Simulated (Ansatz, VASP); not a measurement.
One calculation of Zr, two programs

Contents of INCAR:

```
ALGO = Fast ; EDIFF = 1E-7
ENCUT = 520 ; GGA = PE
ISIF = 2 ; ISMEAR = 0
LASPH = T ; LCHARG = T
LELF = T ; LREAL = F
LVHAR = T ; LWAVE = F
NBANDS = 19 ; NELM = 100
PREC = Accurate ; SIGMA = 0.15
```

The input KPOINTS:

```
k-points
0
Gamma
  18 18 10
```

POSCAR

```
Zr
1.0
    3.3289581692      0.0000000000      0.0000000000
   -1.6644790846      2.7150227887      0.0000000000
    0.0000000000      0.0000000000      5.1470000000
Zr
2
Direct
    0.3333333333      0.6666666667      0.2500000000
    0.6666666667      0.3333333333      0.7500000000
```

Input for Ansatz:

```yaml
crystal:
  lattice:
    - [3.3289581692, 0.0, 0.0]
    - [-1.6644790846, 2.7150227887, 0.0]
    - [0.0, 0.0, 5.147]
  atoms:
    - { symbol: Zr, position: [0.3333333333, 0.6666666667, 0.25] }
    - { symbol: Zr, position: [0.6666666667, 0.3333333333, 0.75] }
basis:
  ecutwfc: 420
kpoints:
  mp_grid: { grid: [18, 18, 10] }
hamiltonian:
  xc: pbe
scf:
  occupations: { method: gaussian, width: 0.15 }
output:
  forces: true
  stress: true
  eigenvalues: true
```

Change from the starting cell: strain +0.0300 x Voigt [1, -1, 0, 0, 0, 0], atoms carried along.

Alike in both runs: task single point; functional PBE; k mesh 18 × 18 × 10; occupations gaussian, width 0.15 eV; no spin polarisation.

|  | VASP | Ansatz |
| --- | --- | --- |
| version | VASP 6.6.1 | Ansatz 0.2.0 |
| potentials or method | VASP PAW PBE potentials, release 64 (Zr_sv), cutoff 520 eV | scalar-relativistic, plane waves, PAW |
| valence electrons in the cell | 24 | 24 |

```csv
,VASP,Ansatz,Ansatz less VASP
gap on the k mesh at the Fermi level (eV),none,none,-
pressure (GPa),0.6,0.5,-0.01
"traceless stress, the component that is largest in VASP (GPa)",2.61,2.60,-0.009
rms of the force components (eV/Å),0.074,0.074,+0.0001
```

Atom by atom the forces differ by 0.000 eV/Å (rms over components). A gap of «none» marks a metal or a gap that the smearing closes. With one functional, cell and mesh, what is left measures potentials, basis and numerics.
